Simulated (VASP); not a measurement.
A run of VASP 6.6.1 is set up as follows.

INCAR

```
PREC     = Accurate       # precision mode
ENCUT    = 520            # plane-wave cutoff, eV
EDIFF    = 1E-7           # SCF threshold, eV
ISMEAR   = 0              # smearing method
SIGMA    = 0.03           # smearing width, eV
LREAL    = False          # projectors in reciprocal space
LASPH    = True           # aspherical terms in the spheres
NELM     = 100            # most SCF steps
ALGO     = Normal         # electronic algorithm
ISIF     = 2              # what is computed and relaxed
LWAVE    = False          # write WAVECAR
LCHARG   = False          # write CHGCAR
GGA      = PS             # functional
NBANDS   = 16             # bands
```

File KPOINTS:

```
regular mesh
0
Gamma
  10 10 10
```

File POSCAR:

```
Si
1.0
   -3.0564128447      3.0564128447      1.9186812134
    3.0564128447     -3.0564128447      1.9186812134
    2.5913065423      2.5913065423     -1.9186812134
Si
4
Direct
    0.1787304307      0.1787304307      0.3574608614
    0.8212695693      0.8212695693      0.6425391386
    0.1787304307      0.8212695693      0.0000000000
    0.8212695693      0.1787304307      0.0000000000
```

Potentials or basis: VASP PAW PBE potentials, release 64 (Si).

Launch:

```console
$ cat potpaw_PBE.64/Si/POTCAR > POTCAR
$ mpirun -np 1 vasp_std > vasp.out
```

**Question.** Predict the largest force.

**Answer.** 7.559 eV/Å.

**Question.** What does it give for the pressure?

**Answer.** 53.6 GPa.

Forces on the atoms (eV/Å):
```
Si   3.320  3.320  0.000
Si  -3.320 -3.320  0.000
Si  -5.345  5.345  0.000
Si   5.345 -5.345  0.000
```

Caveat: the stress differs along the axes, from 24 to 69 GPa; the PAW data sets were made with another functional, which shifts forces and pressure a little.
